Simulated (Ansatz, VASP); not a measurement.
Two plane-wave programs on Ru

File INCAR:

```
PREC = Accurate
ENCUT = 500
EDIFF = 1E-6
ISMEAR = -1
SIGMA = 0.08
LREAL = False
LASPH = True
NELM = 120
ALGO = Normal
ISIF = 2
LWAVE = False
LCHARG = True
LELF = True
LVHAR = True
NBANDS = 21
GGA_COMPAT = False
```

File KPOINTS:

```
regular mesh
0
Gamma
  18 18 10
```

POSCAR

```
Ru
1.0
    2.3418379194      0.0000000000      0.0000000000
   -1.1709189597      2.0280911298      0.0000000000
    0.0000000000      0.0000000000      3.7479406495
Ru
2
Direct
    0.3333333333      0.6666666667      0.2500000000
    0.6666666667      0.3333333333      0.7500000000
```

Input for Ansatz:

```yaml
crystal:
  lattice:
    - [2.3418379194, 0.0, 0.0]
    - [-1.1709189597, 2.0280911298, 0.0]
    - [0.0, 0.0, 3.7479406495]
  atoms:
    - { symbol: Ru, position: [0.3333333333, 0.6666666667, 0.25] }
    - { symbol: Ru, position: [0.6666666667, 0.3333333333, 0.75] }
kpoints:
  mp_grid: { grid: [18, 18, 10] }
scf:
  occupations: { method: fermi_dirac, width: 0.08 }
hamiltonian:
  xc: lda
  pseudopotentials: { kind: paw }
output:
  forces: true
  stress: true
  eigenvalues: true
  populations: true
```

Change from the starting cell: volume scaled by 0.68, PAW files.

Alike in both runs: task single point; functional LDA; k mesh 18 × 18 × 10; occupations fermi-dirac, width 0.08 eV; no spin polarisation.

```csv
,VASP,Ansatz
version,VASP 6.6.1,Ansatz 0.2.0
potentials or method,"VASP PAW LDA potentials, release 64 (Ru_pv)","PAW with Ansatz's default frozen-core files, scalar-relativistic"
plane-wave cutoff (eV),500,420
valence electrons in the cell,28,32
```

|  | VASP | Ansatz | Ansatz less VASP |
| --- | --- | --- | --- |
| pressure (GPa) | 349.0 | 340.6 | -8.35 |
| traceless stress, the component that is largest in VASP (GPa) | 0.37 | -0.01 | -0.379 |

LDA's correlation is that of Perdew and Zunger in VASP and of Perdew and Wang (1992) in Ansatz. Both programs put the cell under a high pressure, so it lies far from rest at this level. VASP's potentials hold 28 valence electrons a cell and Ansatz's 32, so a difference there can come from the potentials and not from the codes.

Noted on VASP's run: the cell as given lies far from equilibrium.
